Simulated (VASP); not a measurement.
# NiO (Fm-3m) in VASP: further runs

NiO is run at these levels: BLYP+D4, RPBE+D3(BJ); tasks: single point.

Everything below comes from runs of VASP 6.6.1. Logs are shortened: lines on timing, memory, paths and dates and some standing lists are left out, and cuts for length are marked.

**The experiment to reproduce.**

From “Local correlations, non-local screening, multiplets, and band formation in NiO”, 2012, arxiv:1210.6675, for a bulk crystal of NiO: band gap 4.3 eV.

The results are compared with them further down.

### Step 1. The cell of the first run

The structure is cubic, space group Fm-3m (No. 225). The conventional cell has a = 4.144 Å, b = 4.144 Å, c = 4.144 Å, α = 90.00°, β = 90.00°, γ = 90.00°. Within 2.7 Å of Ni (site symmetry m-3m) lie 6 O at 2.07 Å. Within 2.7 Å of O (site symmetry m-3m) lie 6 Ni at 2.07 Å.

### Step 2. Single point, BLYP+D4, collinear spin, ferromagnetic start

File INCAR:

```
SYSTEM = NiO
PREC     = Accurate       ! precision mode
ENCUT    = 520            ! plane-wave cutoff, eV
EDIFF    = 1E-6           ! SCF threshold, eV
ISMEAR   = -1             ! smearing method
SIGMA    = 0.05           ! smearing width, eV
LREAL    = .FALSE.        ! projectors in reciprocal space
LASPH    = .TRUE.         ! aspherical terms in the spheres
NELM     = 150            ! most SCF steps
ALGO     = Normal         ! electronic algorithm
ISIF     = 2              ! what is computed and relaxed
LWAVE    = .FALSE.        ! write WAVECAR
LCHARG   = .FALSE.        ! write CHGCAR
ISPIN    = 2              ! spin polarisation
MAGMOM   = 1 0            ! initial moments
LORBIT   = 11             ! projections on sites
LMAXMIX  = 4              ! l up to which the mixer works
GGA      = B5             ! functional
ALDAX    = 1.0          
AGGAX    = 1.0          
AGGAC    = 1.0          
ALDAC    = 0.0          
IVDW     = 13             ! dispersion correction
VDW_S6   = 1.0          
VDW_S8   = 2.34076671   
VDW_A1   = 0.44488865   
VDW_A2   = 4.0933009    
NBANDS   = 19             ! bands
```

File KPOINTS:

```
regular mesh
0
G
  11 11 11
  0 0 0
```

File POSCAR:

```
NiO
1.0
    0.0000000000      2.0719018797      2.0719018797
    2.0719018797      0.0000000000      2.0719018797
    2.0719018797      2.0719018797      0.0000000000
Ni O
1 1
Direct
    0.0000000000      0.0000000000      0.0000000000
    0.5000000000      0.5000000000      0.5000000000
```

Potentials or basis: VASP PAW PBE potentials, release 64 (Ni, O).

Launch:

```console
$ cat potpaw_PBE.64/Ni/POTCAR potpaw_PBE.64/O/POTCAR > POTCAR
$ mpirun -np 1 vasp_std > vasp.out
```

OUTCAR:

```text
SYSTEM = NiO
   PREC = Accurate
   ENCUT = 520
   EDIFF = 1E-6
   ISMEAR = -1
   LREAL = .FALSE.
   LASPH = .TRUE.
   NELM = 150
   ISIF = 2
   ISPIN = 2
   LORBIT = 11
   GGA = B5
   IVDW = 13

 ion  position               nearest neighbor table
   1  0.000  0.000  0.000-   2 2.07   2 2.07   2 2.07   2 2.07   2 2.07   2 2.07
   2  0.500  0.500  0.500-   1 2.07   1 2.07   1 2.07   1 2.07   1 2.07   1 2.07

  LATTYP: Found a face centered cubic cell.
 ALAT       =     4.1438037594

  Lattice vectors:

 A1 = (   0.0000000000,   2.0719018797,   2.0719018797)
 A2 = (   2.0719018797,   0.0000000000,   2.0719018797)
 A3 = (   2.0719018797,   2.0719018797,   0.0000000000)

Analysis of symmetry for initial positions (statically):
=====================================================================
 Subroutine PRICEL returns:
 Original cell was already a primitive cell.

 Routine SETGRP: Setting up the symmetry group for a
 face centered cubic supercell.

 Subroutine GETGRP returns: Found 48 space group operations
 (whereof 48 operations were pure point group operations)
 out of a pool of 48 trial point group operations.

The static configuration has the point symmetry O_h .

Analysis of symmetry for dynamics (positions and initial velocities):
=====================================================================
 Subroutine PRICEL returns:
 Original cell was already a primitive cell.

 Routine SETGRP: Setting up the symmetry group for a
 face centered cubic supercell.

 Subroutine GETGRP returns: Found 48 space group operations
 (whereof 48 operations were pure point group operations)
 out of a pool of 48 trial point group operations.

The dynamic configuration has the point symmetry O_h .

Analysis of structural, dynamic, and magnetic symmetry:
=====================================================================
 Subroutine PRICEL returns:
 Original cell was already a primitive cell.

 Routine SETGRP: Setting up the symmetry group for a
 face centered cubic supercell.

 Subroutine GETGRP returns: Found 48 space group operations
 (whereof 48 operations were pure point group operations)
 out of a pool of 48 trial point group operations.

The overall configuration has the point symmetry O_h .

 Subroutine INISYM returns: Found 48 space group operations
 (whereof 48 operations are pure point group operations),
 and found     1 'primitive' translations

----------------------------------------------------------------------------------------

                                     Primitive cell
[... 114 lines left out ...]
  Thomas-Fermi vector in A             =   2.680536
   LORBIT       =     11    0 simple, 1 ext, 2 COOP (PROOUT), +10 PAW based schemes
   GGA     = B5    functional components
   LHFCALC =     F    Hartree Fock is set to
   AEXX    =    0.0000 exact exchange contribution
   IVDW    =    13    specifies the selected vdW correction
   LEPSILON=     F    determine dielectric tensor
   LRPA    =     F    only Hartree local field effects (RPA)
 spin polarized calculation
  energy-cutoff  :      520.00
  volume of cell :       17.79
 maximum number of plane-waves:       531
 NGX is ok and might be reduce to    24
   NGX = 11   NGY = 11   NGZ = 11

 number of electron      15.9999991 magnetization       1.5447971

 Free energy of the ion-electron system (eV)
  ---------------------------------------------------
  ext. energy  EPLUGINS =         0.00000000
  ---------------------------------------------------
  free energy    TOTEN  =       -10.54111394 eV

  energy without entropy =      -10.52918040  energy(sigma->0) =      -10.53514717

 E-fermi :   8.6687     XC(G=0): -12.2296

 val. band max:        8.6676192220   @ k =  -0.2727   0.0909   0.0000
 cond. band min:       8.6737876321   @ k =  -0.1818   0.0909   0.0000
 fundamental gap:      0.0061684100
 Fermi energy:         8.6687387796

 spin component 1

 k-point     1 :       0.0000    0.0000    0.0000
  band No.  band energies     occupation
      1     -11.8970      1.00000
      2       5.4713      1.00000
      3       5.4713      1.00000
      4       5.4713      1.00000
      5       5.6805      1.00000
      6       5.6806      1.00000
[... 517 lines left out ...]
     18      40.1768      0.00000
     19      41.3137      0.00000

 [... further k-points ...]

 spin component 2

 k-point     1 :       0.0000    0.0000    0.0000
  band No.  band energies     occupation
      1     -11.5241      1.00000
      2       5.9057      1.00000
      3       5.9057      1.00000
      4       5.9057      1.00000
      5       6.6664      1.00000
      6       6.6665      1.00000
[... 517 lines left out ...]
     18      40.5175      0.00000
     19      41.4922      0.00000

 [... further k-points ...]

------------------------ aborting loop because EDIFF is reached ----------------------------------------

  DFT-D4 for vdW energy calculation

  Edisp (eV):   -1.21042

  FORCE on cell =-STRESS in cart. coord.  units (eV):
  Direction    XX          YY          ZZ          XY          YZ          ZX
  --------------------------------------------------------------------------------------
  -------------------------------------------------------------------------------------
  Total       0.91033     0.91033     0.91033     0.00000     0.00000    -0.00000
  in kB      81.99198    81.99198    81.99198     0.00000     0.00000    -0.00000
  external pressure =       81.99 kB  Pullay stress =        0.00 kB

 VOLUME and BASIS-vectors are now :
 -----------------------------------------------------------------------------
  energy-cutoff  :      520.00
  volume of cell :       17.79
      direct lattice vectors                 reciprocal lattice vectors
     0.000000000  2.071901880  2.071901880    -0.241324169  0.241324169  0.241324169
     2.071901880  0.000000000  2.071901880     0.241324169 -0.241324169  0.241324169
     2.071901880  2.071901880  0.000000000     0.241324169  0.241324169 -0.241324169

 POSITION                                       TOTAL-FORCE (eV/Angst)
 -----------------------------------------------------------------------------------
      0.00000      0.00000      0.00000         0.000000     -0.000000      0.000000
      2.07190      2.07190      2.07190        -0.000000      0.000000      0.000000
 -----------------------------------------------------------------------------------
    total drift:                                0.000000     -0.000000     -0.000000

  FREE ENERGIE OF THE ION-ELECTRON SYSTEM (eV)
  ---------------------------------------------------
  free  energy   TOTEN  =       -11.7515351149 eV

  energy  without entropy=      -11.7396015719  energy(sigma->0) =      -11.74556834

 total charge

# of ion       s       p       d       tot
------------------------------------------
    1        0.336   0.415   8.309   9.061
    2        1.552   3.450   0.000   5.002
--------------------------------------------------
tot          1.888   3.865   8.309  14.063

 magnetization (x)

# of ion       s       p       d       tot
------------------------------------------
    1        0.010   0.013   1.253   1.277
    2        0.027   0.202   0.000   0.229
--------------------------------------------------
tot          0.038   0.215   1.253   1.506
```

stdout:

```text
POSCAR found type information on POSCAR NiO
 POSCAR found :  2 types and       2 ions
 scaLAPACK will be used
 -----------------------------------------------------------------------------
|                                                                             |
|                                                                             |
|     You enforced a specific xc type in the INCAR file but a different       |
|     I HOPE YOU KNOW WHAT YOU ARE DOING!                                     |
|                                                                             |
 -----------------------------------------------------------------------------

 LDA part: xc-table for (Slater(with rela. corr.)+VWN5), standard interpolation
 POSCAR, INCAR and KPOINTS ok, starting setup
 FFT: planning ... GRIDC
 FFT: planning ... GRID_SOFT
 FFT: planning ... GRID
 WAVECAR not read
 entering main loop
```

Run time: 21 s. Hardware: 1 thread of Intel Xeon 6975P-C (Granite Rapids), shared host; peak memory 0.17 GiB.

What came out:

```yaml
Free_energy: -11.7515 eV
Pressure: 8.2 GPa
Net_moment: 1.54 μB per cell
Site_moments: Ni +1.28; O +0.23 μB
Valence_electrons_inside_the_program's_atomic_spheres: Ni 9.06; O 5.00
Dispersion_energy_per_atom: -0.605 eV
```

Caveat: the cell stands under pressure; the PAW data sets were made with another functional, which shifts forces and pressure a little; a cell with one magnetic atom can't hold antiferromagnetic order, which such compounds often take; semilocal functionals often make such compounds metallic where correlation or magnetic order opens a gap, which also shifts bond lengths. With open d or f shells a metallic result of BLYP can be an artefact of self-interaction; +U or a hybrid may open a gap.

(Continued in part 2 of 2.)
